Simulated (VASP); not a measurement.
# AlN (P6_3mc) in VASP: a series of runs, part 2 of 2

VASP 6.6.1.

## 4. Relaxation of cell and atoms, PBEsol, target pressure 10 GPa, at which the enthalpy is minimised

INCAR

```
SYSTEM = AlN
PREC = Accurate
ENCUT = 600
EDIFF = 1E-7
ISMEAR = -1
SIGMA = 0.05
LREAL = .False.
LASPH = .True.
NELM = 80
ALGO = Normal
ISIF = 3
LWAVE = .False.
LCHARG = .False.
GGA = PS
IBRION = 2
NSW = 60
EDIFFG = -0.01
PSTRESS = 100.0
```

KPOINTS

```
regular mesh
0
Gamma
  10 10 6
  0 0 0
```

POSCAR

```
AlN
1.0
    3.1130000000      0.0000000000      0.0000000000
   -1.5565000000      2.6959370820      0.0000000000
    0.0000000000      0.0000000000      4.9810000000
Al N
2 2
Direct
    0.6666666667      0.3333333333      0.5000000000
    0.3333333333      0.6666666667      0.0000000000
    0.6666666667      0.3333333333      0.8800000000
    0.3333333333      0.6666666667      0.3800000000
```

Potentials or basis: VASP PAW PBE potentials, release 64 (Al, N).

Launch:

```sh
> cat potpaw_PBE.64/Al/POTCAR potpaw_PBE.64/N/POTCAR > POTCAR
> mpirun -np 1 vasp_std > vasp.out
```

OUTCAR:

```text
SYSTEM = AlN
   PREC = Accurate
   ENCUT = 600
   EDIFF = 1E-7
   ISMEAR = -1
   LREAL = .False.
   LASPH = .True.
   NELM = 80
   ISIF = 3
   GGA = PS
   IBRION = 2
   NSW = 60
   EDIFFG = -0.01
   PSTRESS = 100.0

 ion  position               nearest neighbor table
   1  0.667  0.333  0.500-   3 1.89   4 1.89   4 1.89   4 1.89   2 3.07   2 3.07   2 3.07   2 3.07
                             2 3.07   2 3.07
   2  0.333  0.667  0.000-   4 1.89   3 1.89   3 1.89   3 1.89   1 3.07   1 3.07   1 3.07   1 3.07
                             1 3.07   1 3.07
   3  0.667  0.333  0.880-   1 1.89   2 1.89   2 1.89   2 1.89
   4  0.333  0.667  0.380-   2 1.89   1 1.89   1 1.89   1 1.89

  LATTYP: Found a hexagonal cell.
 ALAT       =     3.1130000000
 C/A-ratio  =     1.6000642467

  Lattice vectors:

 A1 = (   3.1130000000,   0.0000000000,   0.0000000000)
 A2 = (  -1.5565000000,   2.6959370820,   0.0000000000)
 A3 = (   0.0000000000,   0.0000000000,   4.9810000000)

Analysis of symmetry for initial positions (statically):
=====================================================================
 Subroutine PRICEL returns:
 Original cell was already a primitive cell.

 Routine SETGRP: Setting up the symmetry group for a
 hexagonal supercell.
[... 184 lines left out ...]
  external PRESSURE =     -99.0231904 kB  Pullay stress =     100.0000000 kB
[... 187 lines left out ...]
--------------------------------------- Ionic step        6  -------------------------------------------

 number of electron      16.0000001 magnetization

 Free energy of the ion-electron system (eV)
  ---------------------------------------------------
  ext. energy  EPLUGINS =         0.00000000
  ---------------------------------------------------
  free energy    TOTEN  =       -31.25878922 eV

  energy without entropy =      -31.25878922  energy(sigma->0) =      -31.25878922

 E-fermi :   7.4905     XC(G=0): -11.3045

 val. band max:        6.5378833803   @ k =   0.0000   0.0000   0.0000
 cond. band min:      11.0362561154   @ k =   0.0000   0.0000   0.0000
 fundamental gap:      4.4983727350
 Fermi energy:         7.4904716171

 k-point     1 :       0.0000    0.0000    0.0000
  band No.  band energies     occupation
      1      -8.9422      2.00000
      2      -6.5975      2.00000
      3       0.2566      2.00000
      4       5.5858      2.00000
      5       5.5858      2.00000
      6       6.2608      2.00000
      7       6.2608      2.00000
      8       6.5379      2.00000
      9      11.0363      0.00000
     10      13.4317      0.00000
     11      17.4104      0.00000
     12      17.8254      0.00000
[... 331 lines left out ...]
 k-point    24 :       0.4000    0.1000    0.1667
  band No.  band energies     occupation
      1      -6.8019      2.00000
      2      -6.0750      2.00000
      3       0.8640      2.00000
      4       1.9514      2.00000
      5       3.3066      2.00000
      6       4.1119      2.00000
      7       5.0331      2.00000
      8       5.3823      2.00000
      9      12.0485      0.00000
     10      12.9819      0.00000
     11      15.6041      0.00000
     12      16.4918      0.00000

 [... further k-points ...]

------------------------ aborting loop because EDIFF is reached ----------------------------------------

  FORCE on cell =-STRESS in cart. coord.  units (eV):
  Direction    XX          YY          ZZ          XY          YZ          ZX
  --------------------------------------------------------------------------------------
  -------------------------------------------------------------------------------------
  Total        2.5261424      2.5261424      2.5024395      0.0000000      0.0000000      0.0000000
  in kB      101.3370518    101.3370518    100.3861999      0.0000000      0.0000000      0.0000000
  external PRESSURE =       1.0201012 kB  Pullay stress =     100.0000000 kB
[... 23 lines left out ...]
  energy  without entropy=      -31.2587892183  energy(sigma->0) =      -31.25878922

  enthalpy is  TOTEN    =       -28.7659769888 eV   P V=        2.4928122295

 reached required accuracy - stopping structural energy minimisation
```

OSZICAR:

```text
N       E                     dE             d eps       ncg     rms          rms(c)
DAV:   1     0.574262304278E+02    0.57426E+02   -0.82173E+03  1344   0.133E+03
DAV:   2    -0.311566752700E+02   -0.88583E+02   -0.81436E+02  1996   0.248E+02
[... 46 lines left out ...]
   5 F= -.28765704E+02 E0= -.28765704E+02  d E =-.589238E-03
       N       E                     dE             d eps       ncg     rms          rms(c)
DAV:   1    -0.312590509990E+02   -0.95593E-04   -0.68823E-02  1344   0.250E+00    0.939E-02
DAV:   2    -0.312588938669E+02    0.15713E-03   -0.61475E-04  1680   0.244E-01    0.533E-02
DAV:   3    -0.312587888198E+02    0.10505E-03   -0.14357E-04  1644   0.104E-01    0.433E-03
DAV:   4    -0.312587892392E+02   -0.41940E-06   -0.82161E-06  1556   0.278E-02    0.320E-03
DAV:   5    -0.312587892183E+02    0.20887E-07   -0.30407E-07  1444   0.517E-03
   6 F= -.28765977E+02 E0= -.28765977E+02  d E =-.862491E-03
```

Run time: 76 s. Hardware: 1 thread of Intel Xeon Platinum 8488C (Sapphire Rapids), shared host; peak memory 0.19 GiB.

What came out:

- Free energy: -31.2588 eV
- Relaxed volume: 9.98 Å³/atom
- Relaxed cell: a = 3.069 Å, b = 3.069 Å, c = 4.895 Å, α = 90.00°, β = 90.00°, γ = 120.00°
- Space group after relaxing (to 0.1 Å): P6_3mc (No. 186)
- Energy change on relaxing (the run minimises the enthalpy): +13.9 meV/atom
- Ionic steps: 6
- Pressure after relaxing: 10.1 GPa
- Largest force after relaxing: 0.003 eV/Å
- Band gap on the k mesh: 4.50 eV

Forces on the atoms (eV/Å):
```
Al   0.000  0.000  0.003
Al   0.000  0.000  0.003
N    0.000  0.000 -0.003
N    0.000  0.000 -0.003
```

Stress tensor (GPa, compression positive):
```
10.13  0.00  0.00
 0.00 10.13  0.00
 0.00  0.00 10.04
```

Step by step:
```
step  energy change (eV)  largest force (eV/Å)  pressure (GPa)  volume (Å³)
   1              0.0000                0.1320            0.10        41.80
   2              0.2560                0.0856           23.32        38.02
   3              0.0534                0.0479            9.91        39.99
   4              0.0556                0.0458           10.12        39.95
   5              0.0554                0.0237           10.12        39.95
   6              0.0556                0.0030           10.10        39.94
```

Final structure:
```cif
data_structure
_symmetry_space_group_name_H-M 'P 1'
_symmetry_Int_Tables_number 1
_cell_length_a 3.0694
_cell_length_b 3.0694
_cell_length_c 4.8951
_cell_angle_alpha 90.000
_cell_angle_beta 90.000
_cell_angle_gamma 120.000
_cell_volume 39.94
loop_
_atom_site_label
_atom_site_type_symbol
_atom_site_fract_x
_atom_site_fract_y
_atom_site_fract_z
_atom_site_occupancy
Al1 Al 0.66667 0.33333 0.49846 1
Al2 Al 0.33333 0.66667 0.99846 1
N1 N 0.66667 0.33333 0.88154 1
N2 N 0.33333 0.66667 0.38154 1
```

Caveat: the cell is relaxed towards a set pressure, so the run minimises the enthalpy, not the energy; the PAW data sets were made with another functional, which shifts forces and pressure a little. PBEsol gaps usually lie below the measured ones, often by a third to a half.

## 5. Relaxation of cell and atoms, PBEsol, target pressure 20 GPa, at which the enthalpy is minimised

INCAR

```
SYSTEM = AlN
PREC = Accurate
ENCUT = 600
EDIFF = 1E-6
ISMEAR = -1
SIGMA = 0.05
LREAL = .FALSE.
LASPH = .TRUE.
NELM = 80
ALGO = Normal
ISIF = 3
LWAVE = .FALSE.
LCHARG = .FALSE.
GGA = PS
IBRION = 2
NSW = 60
EDIFFG = -0.01
PSTRESS = 200.0
```

KPOINTS

```
Automatic mesh
0
G
  10 10 6
  0 0 0
```

POSCAR is that of step 4.

Potentials or basis: VASP PAW PBE potentials, release 64 (Al, N).

Launch:

```sh
> cat potpaw_PBE.64/Al/POTCAR potpaw_PBE.64/N/POTCAR > POTCAR
> mpirun -np 1 vasp_std > vasp.out
```

OUTCAR:

```text
SYSTEM = AlN
   PREC = Accurate
   ENCUT = 600
   EDIFF = 1E-6
   ISMEAR = -1
   LREAL = .FALSE.
   LASPH = .TRUE.
   NELM = 80
   ISIF = 3
   GGA = PS
   IBRION = 2
   NSW = 60
   EDIFFG = -0.01
   PSTRESS = 200.0

 ion  position               nearest neighbor table
   1  0.667  0.333  0.500-   3 1.89   4 1.89   4 1.89   4 1.89   2 3.07   2 3.07   2 3.07   2 3.07
                             2 3.07   2 3.07
   2  0.333  0.667  0.000-   4 1.89   3 1.89   3 1.89   3 1.89   1 3.07   1 3.07   1 3.07   1 3.07
                             1 3.07   1 3.07
   3  0.667  0.333  0.880-   1 1.89   2 1.89   2 1.89   2 1.89
   4  0.333  0.667  0.380-   2 1.89   1 1.89   1 1.89   1 1.89

  LATTYP: Found a hexagonal cell.
 ALAT       =     3.1130000000
 C/A-ratio  =     1.6000642467

  Lattice vectors:
[... 521 lines left out ...]
 Fermi energy:         7.9250121680

 k-point     1 :       0.0000    0.0000    0.0000
  band No.  band energies     occupation
      1      -8.7969      2.00000
      2      -6.3019      2.00000
      3       0.4823      2.00000
      4       5.9300      2.00000
      5       5.9300      2.00000
      6       6.6268      2.00000
      7       6.6268      2.00000
      8       6.9672      2.00000
      9      11.7812      0.00000
     10      14.1285      0.00000
     11      18.1610      0.00000
     12      18.4476      0.00000
[... 331 lines left out ...]
 k-point    24 :       0.4000    0.1000    0.1667
  band No.  band energies     occupation
      1      -6.5487      2.00000
      2      -5.7732      2.00000
      3       1.1007      2.00000
      4       2.2442      2.00000
      5       3.6126      2.00000
      6       4.4358      2.00000
      7       5.3932      2.00000
      8       5.7565      2.00000
      9      12.5572      0.00000
     10      13.5048      0.00000
     11      16.2947      0.00000
     12      17.1614      0.00000

 [... further k-points ...]

------------------------ aborting loop because EDIFF is reached ----------------------------------------

  FORCE on cell =-STRESS in cart. coord.  units (eV):
  Direction    XX          YY          ZZ          XY          YZ          ZX
  --------------------------------------------------------------------------------------
  -------------------------------------------------------------------------------------
  Total        4.7996157      4.7996157      4.8008151      0.0000000     -0.0000000      0.0000000
  in kB      200.0869984    200.0869984    200.1369991      0.0000000     -0.0000000      0.0000000
  external PRESSURE =       0.1036653 kB  Pullay stress =     200.0000000 kB
[... 23 lines left out ...]
  energy  without entropy=      -31.1186152275  energy(sigma->0) =      -31.11861523

  enthalpy is  TOTEN    =       -26.3210863978 eV   P V=        4.7975288297

 reached required accuracy - stopping structural energy minimisation
```

CONTCAR:

```text
AlN
   1.00000000000000
     3.0348315717965417   -0.0000000000000000   -0.0000000000000000
    -1.5174157858982709    2.6282412374075368   -0.0000000000000000
     0.0000000000000000   -0.0000000000000000    4.8183501980073480
  Al              N
     2     2
Direct
     0.6666666667000030    0.3333333332999970    0.4978029156439953
     0.3333333332999970    0.6666666667000030    0.9978029156439951
     0.6666666667000030    0.3333333332999970    0.8821970843560074
     0.3333333332999970    0.6666666667000030    0.3821970843560072

  0.00000000E+00  0.00000000E+00  0.00000000E+00
  0.00000000E+00  0.00000000E+00  0.00000000E+00
  0.00000000E+00  0.00000000E+00  0.00000000E+00
  0.00000000E+00  0.00000000E+00  0.00000000E+00
```

Run time: 96 s. Hardware: 1 thread of Intel Xeon Platinum 8488C (Sapphire Rapids), shared host; peak memory 0.2 GiB.

Results:

| Quantity | Value |
| --- | --- |
| Free energy | -31.1186 eV |
| Relaxed volume | 9.61 Å³/atom |
| Relaxed cell | a = 3.035 Å, b = 3.035 Å, c = 4.818 Å, α = 90.00°, β = 90.00°, γ = 120.00° |
| Space group after relaxing (to 0.1 Å) | P6_3mc (No. 186) |
| Energy change on relaxing (the run minimises the enthalpy) | +48.9 meV/atom |
| Ionic steps | 9 |
| Pressure after relaxing | 20.0 GPa |
| Band gap on the k mesh | 4.81 eV |

Forces on the atoms (eV/Å):
```
Al   0.000  0.000  0.002
Al   0.000  0.000  0.002
N    0.000  0.000 -0.002
N    0.000  0.000 -0.002
```

The path:
| step | energy change (eV) | largest force (eV/Å) | pressure (GPa) | volume (Å³) |
| --- | --- | --- | --- | --- |
| 1 | 0.0000 | 0.1321 | 0.04 | 41.80 |
| 2 | 1.1411 | 0.0827 | 57.86 | 34.41 |
| 3 | 0.1838 | 0.0830 | 19.38 | 38.55 |
| 4 | 0.1937 | 0.0809 | 19.95 | 38.47 |
| 5 | 0.2018 | 0.0792 | 20.42 | 38.40 |
| 6 | 0.2016 | 0.0287 | 20.42 | 38.39 |
| 7 | 0.2026 | 0.0382 | 20.40 | 38.38 |
| 8 | 0.1845 | 0.0646 | 19.27 | 38.53 |
| 9 | 0.1957 | 0.0022 | 20.01 | 38.43 |

Final structure:
```
Al N
1.0
     3.03483    0.00000    0.00000
    -1.51742    2.62824    0.00000
     0.00000    0.00000    4.81835
Al N
2 2
Direct
  0.66667 0.33333 0.49780
  0.33333 0.66667 0.99780
  0.66667 0.33333 0.88220
  0.33333 0.66667 0.38220
```

Caveat: the cell is relaxed towards a set pressure, so the run minimises the enthalpy, not the energy; the PAW data sets were made with another functional, which shifts forces and pressure a little. A k mesh can miss the band edges.

## 6. Relaxation of cell and atoms, PBEsol, target pressure 30 GPa, at which the enthalpy is minimised

INCAR

```
SYSTEM = AlN
PREC = Accurate
ENCUT = 600
EDIFF = 1E-6
ISMEAR = -1
SIGMA = 0.05
LREAL = .False.
LASPH = .True.
NELM = 60
ALGO = Normal
ISIF = 3
LWAVE = .False.
LCHARG = .False.
GGA = PS
IBRION = 2
NSW = 60
EDIFFG = -0.01
PSTRESS = 300.0
```

KPOINTS

```
regular mesh
0
Gamma
  10 10 6
  0 0 0
```

POSCAR is that of step 5.

Potentials or basis: VASP PAW PBE potentials, release 64 (Al, N).

Launch:

```sh
> cat potpaw_PBE.64/Al/POTCAR potpaw_PBE.64/N/POTCAR > POTCAR
> mpirun -np 1 vasp_std > vasp.out
```

Run time: 93 s. Hardware: 1 thread of Intel Xeon Platinum 8488C (Sapphire Rapids), shared host; peak memory 0.19 GiB.

Results (log left out):

* Free energy: -30.9196 eV
* Relaxed volume: 9.29 Å³/atom
* Relaxed cell: a = 3.006 Å, b = 3.006 Å, c = 4.748 Å, α = 90.00°, β = 90.00°, γ = 120.00°
* Space group after relaxing (to 0.1 Å): P6_3mc (No. 186)
* Energy change on relaxing (the run minimises the enthalpy): +98.7 meV/atom
* Ionic steps: 9
* Pressure after relaxing: 29.9 GPa
* Largest force after relaxing: 0.004 eV/Å
* Band gap on the k mesh: 5.02 eV (least direct gap 5.09 eV)

Forces in eV/Å, atoms in the order of the input:
```
Al   0.000  0.000  0.004
Al   0.000  0.000  0.004
N    0.000  0.000 -0.004
N    0.000  0.000 -0.004
```

The path:
```tsv
step	energy change (eV)	largest force (eV/Å)	pressure (GPa)	volume (Å³)
1	0.0000	0.1321	0.04	41.80
2	2.8333	0.0763	107.45	31.06
3	0.3531	0.1173	28.16	37.40
4	0.3873	0.1151	29.74	37.21
5	0.4038	0.1140	30.47	37.12
6	0.4033	0.0282	30.47	37.11
7	0.4052	0.0824	30.44	37.10
8	0.3891	0.0455	29.60	37.18
9	0.3948	0.0043	29.92	37.15
```

Final structure:
```yaml
crystal:
  lattice:
    - [3.00562, 0.00000, 0.00000]
    - [-1.50281, 2.60294, 0.00000]
    - [0.00000, 0.00000, 4.74834]
  atoms:
    - { symbol: Al, position: [0.66667, 0.33333, 0.49701] }
    - { symbol: Al, position: [0.33333, 0.66667, 0.99701] }
    - { symbol: N, position: [0.66667, 0.33333, 0.88299] }
    - { symbol: N, position: [0.33333, 0.66667, 0.38299] }
```

Levels at points of the mesh, in eV from the valence-band top:
```tsv
k point	band 6	band 7	band 8	band 9	band 10	band 11
(0.00, 0.00, 0.00)	-0.41	-0.41	0.00	5.09	7.38	11.48
(0.50, 0.00, 0.00)	-2.47	-2.06	-0.86	5.91	5.93	8.98
(0.00, 0.00, 0.50)	-0.78	-0.78	-0.78	7.28	7.28	11.14
(0.50, 0.00, 0.50)	-1.76	-1.54	-1.54	5.52	5.52	9.73
```

Caveat: the cell is relaxed towards a set pressure, so the run minimises the enthalpy, not the energy; the PAW data sets were made with another functional, which shifts forces and pressure a little.

## 7. Overview

```tsv
task	level	cell	k mesh	cutoff (eV)	grid for exact exchange (PRECFOCK)	share of exact exchange	screening parameter	gap on the mesh (eV)	pressure (GPa)	largest force (eV/Å)
relaxation of cell and atoms	PBE	relaxed to 30 GPa	10 × 10 × 6	600	-	-	-	5.09	29.9	0.01
single point	HSE06	as given	6 × 6 × 3	520	Normal	0.25	0.2079 1/Å	5.57	-1.7	0.13
relaxation of cell and atoms	PBEsol	relaxed to 10 GPa	10 × 10 × 6	600	-	-	-	4.50	10.1	-
relaxation of cell and atoms	PBEsol	relaxed to 20 GPa	10 × 10 × 6	600	-	-	-	4.81	20.0	-
relaxation of cell and atoms	PBEsol	relaxed to 30 GPa	10 × 10 × 6	600	-	-	-	5.02	29.9	-
```

Alike in all rows: potentials or basis VASP PAW PBE potentials, release 64 (Al, N); no spin polarisation; smearing fermi-dirac 0.05 eV.

Caveats: some runs use coarse meshes; the cell is relaxed towards a set pressure, so the run minimises the enthalpy, not the energy (at least some runs); the PAW data sets were made with another functional, which shifts forces and pressure a little (at least some runs).

Total energies depend on the potentials used, so only differences within one code and one set of settings carry meaning.
